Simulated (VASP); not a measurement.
# Mo (I4mm) in VASP: single point with PBEsol

Aim: the single point of Mo with PBEsol.

Everything below comes from runs of VASP 6.6.1. Logs are shortened: lines on timing, memory, paths and dates and some standing lists are left out, and cuts for length are marked.

### 1 The cell of the first run

Symmetry: I4mm, No. 107, tetragonal system. Conventional cell: a = 6.284 Å, b = 6.284 Å, c = 6.284 Å, α = 90.00°, β = 90.00°, γ = 90.00°. Mo (site symmetry 4mm) has 14 Mo at 2.65 to 3.26 Å within 3.5 Å. Within 3.5 Å of Mo (site symmetry m) lie 14 Mo at 2.65 to 3.14 Å. Within 3.6 Å of Mo (site symmetry 4mm) lie 14 Mo at 2.72 to 3.26 Å. Within 3.6 Å of Mo (site symmetry 2mm) lie 14 Mo at 2.72 to 3.14 Å.

### 2 Single point, PBEsol (atom 1 (Mo) moved -0.120 Å along Cartesian [1 0 0])

Input file INCAR:

```
SYSTEM = Mo
ALGO = Fast
EDIFF = 1E-6
ENCUT = 520
GGA = PS
ISIF = 2
ISMEAR = 0
LASPH = .TRUE.
LCHARG = .FALSE.
LREAL = .FALSE.
LWAVE = .FALSE.
NBANDS = 66
NELM = 80
PREC = Accurate
SIGMA = 0.15
```

Input file KPOINTS:

```
k-points
0
G
  12 12 12
  0 0 0
```

Input file POSCAR:

```
Mo
1.0
   -3.1420000000     -3.1420000000      3.1420000000
   -3.1420000000      3.1420000000     -3.1420000000
    3.1420000000     -3.1420000000     -3.1420000000
Mo
8
Direct
    0.5190961171      0.5190961171      0.5000000000
    0.0000000000      0.5000000000      0.5000000000
    0.5000000000      0.0000000000      0.5000000000
    0.0000000000      0.0000000000      0.5000000000
    0.5000000000      0.5000000000      0.0000000000
    0.0000000000      0.5000000000      0.0000000000
    0.5000000000      0.0000000000      0.0000000000
    0.0000000000      0.0000000000      0.0000000000
```

Potentials or basis: VASP PAW PBE potentials, release 64 (Mo_sv).

The run is started by

```
$ cat potpaw_PBE.64/Mo_sv/POTCAR > POTCAR
$ mpirun -np 1 vasp_std > vasp.out
```

OUTCAR:

```text
SYSTEM = Mo
   EDIFF = 1E-6
   ENCUT = 520
   GGA = PS
   ISIF = 2
   ISMEAR = 0
   LASPH = .TRUE.
   LREAL = .FALSE.
   NELM = 80
   PREC = Accurate

 ion  position               nearest neighbor table
   1  0.519  0.519  0.500-   2 2.65   3 2.65   8 2.65   5 2.65   5 2.79   3 2.79   2 2.79   8 2.79
                             4 3.02   7 3.14   7 3.14   6 3.14   6 3.14   4 3.26
   2  0.000  0.500  0.500-   1 2.65   4 2.72   6 2.72   7 2.72   6 2.72   4 2.72   7 2.72   1 2.79
                             3 3.14   5 3.14   8 3.14   5 3.14   3 3.14   8 3.14
   3  0.500  0.000  0.500-   1 2.65   4 2.72   6 2.72   7 2.72   7 2.72   4 2.72   6 2.72   1 2.79
                             2 3.14   5 3.14   5 3.14   8 3.14   2 3.14   8 3.14
   4  0.000  0.000  0.500-   2 2.72   3 2.72   5 2.72   8 2.72   8 2.72   2 2.72   3 2.72   5 2.72
                             1 3.02   6 3.14   7 3.14   7 3.14   6 3.14   1 3.26
   5  0.500  0.500  0.000-   1 2.65   4 2.72   6 2.72   7 2.72   7 2.72   6 2.72   4 2.72   1 2.79
                             2 3.14   3 3.14   8 3.14   2 3.14   8 3.14   3 3.14
   6  0.000  0.500  0.000-   2 2.72   3 2.72   5 2.72   8 2.72   2 2.72   8 2.72   5 2.72   3 2.72
                             4 3.14   7 3.14   7 3.14   4 3.14   1 3.14   1 3.14
   7  0.500  0.000  0.000-   2 2.72   3 2.72   5 2.72   8 2.72   3 2.72   5 2.72   8 2.72   2 2.72
                             6 3.14   4 3.14   6 3.14   4 3.14   1 3.14   1 3.14
   8  0.000  0.000  0.000-   1 2.65   6 2.72   7 2.72   4 2.72   4 2.72   6 2.72   7 2.72   1 2.79
                             3 3.14   2 3.14   2 3.14   5 3.14   3 3.14   5 3.14

  LATTYP: Found a body centered cubic cell.
 ALAT       =     6.2840000000

  Lattice vectors:

 A1 = (  -3.1420000000,  -3.1420000000,   3.1420000000)
 A2 = (  -3.1420000000,   3.1420000000,  -3.1420000000)
 A3 = (   3.1420000000,  -3.1420000000,  -3.1420000000)

Analysis of symmetry for initial positions (statically):
=====================================================================
 Subroutine PRICEL returns:
 Original cell was already a primitive cell.

 Routine SETGRP: Setting up the symmetry group for a
 body centered cubic supercell.

 Subroutine GETGRP returns: Found  8 space group operations
 (whereof  2 operations were pure point group operations)
 out of a pool of 48 trial point group operations.

The static configuration has the point symmetry C_1h.
 The point group associated with its full space group is C_4v.

Analysis of symmetry for dynamics (positions and initial velocities):
=====================================================================
 Subroutine PRICEL returns:
 Original cell was already a primitive cell.

 Routine SETGRP: Setting up the symmetry group for a
 body centered cubic supercell.

 Subroutine GETGRP returns: Found  8 space group operations
 (whereof  2 operations were pure point group operations)
 out of a pool of 48 trial point group operations.

The dynamic configuration has the point symmetry C_1h.
 The point group associated with its full space group is C_4v.

 Subroutine INISYM returns: Found  8 space group operations
 (whereof  2 operations are pure point group operations),
 and found     1 'primitive' translations

----------------------------------------------------------------------------------------

                                     Primitive cell

  volume of cell :     124.0734

  direct lattice vectors                    reciprocal lattice vectors
    -3.142000000 -3.142000000  3.142000000    -0.159134309 -0.159134309  0.000000000
    -3.142000000  3.142000000 -3.142000000    -0.159134309  0.000000000 -0.159134309
     3.142000000 -3.142000000 -3.142000000     0.000000000 -0.159134309 -0.159134309

  length of vectors
     5.442103637  5.442103637  5.442103637     0.225049899  0.225049899  0.225049899

  position of ions in fractional coordinates (direct lattice)
     0.519096117  0.519096117  0.500000000
     0.000000000  0.500000000  0.500000000
     0.500000000  0.000000000  0.500000000
     0.000000000  0.000000000  0.500000000
     0.500000000  0.500000000  0.000000000
     0.000000000  0.500000000  0.000000000
     0.500000000  0.000000000  0.000000000
     0.000000000  0.000000000  0.000000000

  ion indices of the primitive-cell ions
   primitive index   ion index
                 1           1
                 2           2
                 3           3
                 4           4
                 5           5
                 6           6
                 7           7
                 8           8

----------------------------------------------------------------------------------------

 KPOINTS: k-points

Automatic generation of k-mesh.
 Grid dimensions read from file:
 generate k-points for:   12   12   12

 Generating k-lattice:

  Cartesian coordinates                     Fractional coordinates (reciprocal lattice)
    -0.013261192 -0.013261192  0.000000000     0.083333333  0.000000000  0.000000000
    -0.013261192  0.000000000 -0.013261192     0.000000000  0.083333333  0.000000000
     0.000000000 -0.013261192 -0.013261192     0.000000000  0.000000000  0.083333333

  Length of vectors
     0.018754158  0.018754158  0.018754158

  Shift w.r.t. Gamma in fractional coordinates (k-lattice)
     0.000000000  0.000000000  0.000000000

 Subroutine IBZKPT returns following result:
 ===========================================

 Found    163 irreducible k-points:

 Following reciprocal coordinates:
            Coordinates               Weight
  0.000000  0.000000  0.000000      1.000000
  0.083333  0.000000  0.000000      8.000000
  0.000000  0.000000  0.083333      4.000000
  0.166667  0.000000  0.000000      8.000000
  0.000000  0.000000  0.166667      4.000000
  0.250000  0.000000  0.000000      8.000000
[... 16 lines left out ...]
 -0.000000  0.333333  0.083333     16.000000
  0.083333 -0.000000  0.333333     16.000000
 [... further k-points ...]
   k-points           NKPTS =    163   k-points in BZ     NKDIM =    163   number of bands    NBANDS=     66
   number of dos      NEDOS =    301   number of ions     NIONS =      8
   total plane-waves  NPLWV =  64000
   dimension x,y,z NGX =    40 NGY =   40 NGZ =   40
   dimension x,y,z NGXF=    80 NGYF=   80 NGZF=   80
   ions per type =               8
   NGX,Y,Z   is equivalent  to a cutoff of  12.22, 12.22, 12.22 a.u.
   NGXF,Y,Z  is equivalent  to a cutoff of  24.44, 24.44, 24.44 a.u.
 SYSTEM =  Mo
   PREC   = accura    normal or accurate (medium, high low for compatibility)
   ISTART =      0    job   : 0-new  1-cont  2-samecut
   ICHARG =      2    charge: 1-file 2-atom 10-const
   ISPIN  =      1    spin polarized calculation?
   LNONCOLLINEAR =      F non collinear calculations
   LSORBIT =      F    spin-orbit coupling
   LASPH  =      T    aspherical Exc in radial PAW
   ENCUT  =  520.0 eV  38.22 Ry    6.18 a.u.  10.12 10.12 10.12*2*pi/ulx,y,z
   NELM   =     80;   NELMIN=  2; NELMDL= -5     # of ELM steps
   EDIFF  = 0.1E-05   stopping-criterion for ELM
   LREAL  =      F    real-space projection
   EDIFFG = 0.1E-04   stopping-criterion for IOM
   NSW    =      0    number of steps for IOM
   IBRION =     -1    ionic relax: 0-MD 1-quasi-New 2-CG
   NFREE  =      0    steps in history (QN), initial steepest desc. (CG)
   ISIF   =      2    stress and relaxation
   ISYM   =      2    0-nonsym 1-usesym 2-fastsym
   POTIM  = 0.5000    time-step for ionic-motion
   TEBEG  =    0.0;   TEEND  =   0.0 temperature during run
   PSTRESS=    0.0 pullay stress
   NELECT =     112.0000    total number of electrons
   NUPDOWN=      -1.0000    fix difference up-down
   EMIN   =  10.00;   EMAX   =-10.00  energy-range for DOS
   EFERMI =   0.00;   METHOD = LEGACY
   ISMEAR =     0;   SIGMA  =   0.15  broadening in eV -4-tet -1-fermi 0-gaus
   EFERMI_NEDOS =   21; number of points for ismear=-14 and -15
   IALGO  =     68    algorithm
   IMIX   =      4    mixing-type and parameters
     AMIX     =   0.40;   BMIX     =  1.00
     AMIX_MAG =   1.60;   BMIX_MAG =  1.00
  volume/ion in A,a.u.               =      15.51       104.66
  Fermi-wavevector in a.u.,A,eV,Ry     =   1.582176  2.989878 34.059184  2.503279
  Thomas-Fermi vector in A             =   2.682139
   LORBIT       =      0    0 simple, 1 ext, 2 COOP (PROOUT), +10 PAW based schemes
   GGA     = PS    functional components
   LHFCALC =     F    Hartree Fock is set to
   AEXX    =    0.0000 exact exchange contribution
   IVDW    =     0    specifies the selected vdW correction
   LEPSILON=     F    determine dielectric tensor
   LRPA    =     F    only Hartree local field effects (RPA)
 non-spin polarized calculation
 RMM-DIIS sequential band-by-band and
 Gauss-broadening in eV      SIGMA  =   0.15
  energy-cutoff  :      520.00
  volume of cell :      124.07
 maximum number of plane-waves:      3370
   NGX = 21   NGY = 21   NGZ = 21

 number of electron     112.0000000 magnetization

 Free energy of the ion-electron system (eV)
  ---------------------------------------------------
  ext. energy  EPLUGINS =         0.00000000
  ---------------------------------------------------
  free energy    TOTEN  =       -94.15297474 eV

  energy without entropy =      -94.09324218  energy(sigma->0) =      -94.12310846

 E-fermi :  12.6096     XC(G=0): -13.5711

 val. band max:       12.6095776600   @ k =  -0.1667   0.1667   0.0833
 cond. band min:      12.6139695514   @ k =   0.3333  -0.4167   0.4167
 fundamental gap:      0.0043918914
 Fermi energy:        12.6095907128

 k-point     1 :       0.0000    0.0000    0.0000
  band No.  band energies     occupation
      1     -48.6018      2.00000
      2     -48.3302      2.00000
      3     -48.3261      2.00000
      4     -48.3224      2.00000
      5     -48.3224      2.00000
      6     -48.3224      2.00000
[... 58 lines left out ...]
     65      14.9276      0.00000
     66      14.9305      0.00000

 k-point     2 :       0.0833    0.0000    0.0000
  band No.  band energies     occupation
      1     -48.5972      2.00000
      2     -48.3319      2.00000
      3     -48.3273      2.00000
      4     -48.3235      2.00000
      5     -48.3225      2.00000
      6     -48.3224      2.00000
[... 1576 lines left out ...]
     65      14.2386      0.00000
     66      14.4041      0.00000

 [... further k-points ...]

------------------------ aborting loop because EDIFF is reached ----------------------------------------

  FORCE on cell =-STRESS in cart. coord.  units (eV):
  Direction    XX          YY          ZZ          XY          YZ          ZX
  --------------------------------------------------------------------------------------
  -------------------------------------------------------------------------------------
  Total       -1.4800206     -1.9362330     -1.9362330     -0.0000000      0.0000000      0.0000000
  in kB      -19.1117218    -25.0028588    -25.0028588     -0.0000000      0.0000000      0.0000000
  external PRESSURE =     -23.0391465 kB  Pullay stress =       0.0000000 kB

 VOLUME and BASIS-vectors are now :
 -----------------------------------------------------------------------------
  energy-cutoff  :      520.00
  volume of cell :      124.07
      direct lattice vectors                 reciprocal lattice vectors
    -3.142000000 -3.142000000  3.142000000    -0.159134309 -0.159134309  0.000000000
    -3.142000000  3.142000000 -3.142000000    -0.159134309  0.000000000 -0.159134309
     3.142000000 -3.142000000 -3.142000000     0.000000000 -0.159134309 -0.159134309

 POSITION                                       TOTAL-FORCE (eV/Angst)
 -----------------------------------------------------------------------------------
     -1.69100     -1.57100     -1.57100         1.519334     -0.000000     -0.000000
      0.00000      0.00000     -3.14200        -0.146225     -0.174721      0.174721
      0.00000     -3.14200      0.00000        -0.146225      0.174721     -0.174721
      1.57100     -1.57100     -1.57100        -0.757522     -0.000000     -0.000000
     -3.14200      0.00000      0.00000        -0.146225      0.174721      0.174721
     -1.57100      1.57100     -1.57100        -0.088457     -0.000000     -0.000000
     -1.57100     -1.57100      1.57100        -0.088457      0.000000     -0.000000
      0.00000      0.00000      0.00000        -0.146225     -0.174721     -0.174721
 -----------------------------------------------------------------------------------
    total drift:                               -0.000029      0.000000      0.000000

  FREE ENERGIE OF THE ION-ELECTRON SYSTEM (eV)
  ---------------------------------------------------
  free  energy   TOTEN  =       -94.1529747437 eV

  energy  without entropy=      -94.0932421785  energy(sigma->0) =      -94.12310846
```

Run time: 11 min. Hardware: 1 thread of Intel Xeon 6975P-C (Granite Rapids), shared host; peak memory 0.87 GiB.

Results:

* Free energy: -94.1530 eV
* Pressure: -2.3 GPa
* Largest force: 1.519 eV/Å
* Band gap on the k mesh: zero (bands 56 and 57 overlap by 2.26 eV)

Forces in eV/Å, atoms in the order of the input:
```
Mo   1.519  0.000  0.000
Mo  -0.146 -0.175  0.175
Mo  -0.146  0.175 -0.175
Mo  -0.758  0.000  0.000
Mo  -0.146  0.175  0.175
Mo  -0.088  0.000  0.000
Mo  -0.088  0.000  0.000
Mo  -0.146 -0.175 -0.175
```

Stress tensor (GPa, compression positive):
```
-1.91  0.00  0.00
 0.00 -2.50  0.00
 0.00  0.00 -2.50
```

Caveat: the cell differs from its parent crystal (atom 1 (Mo) moved -0.120 Å along Cartesian [1 0 0]); the PAW data sets were made with another functional, which shifts forces and pressure a little.
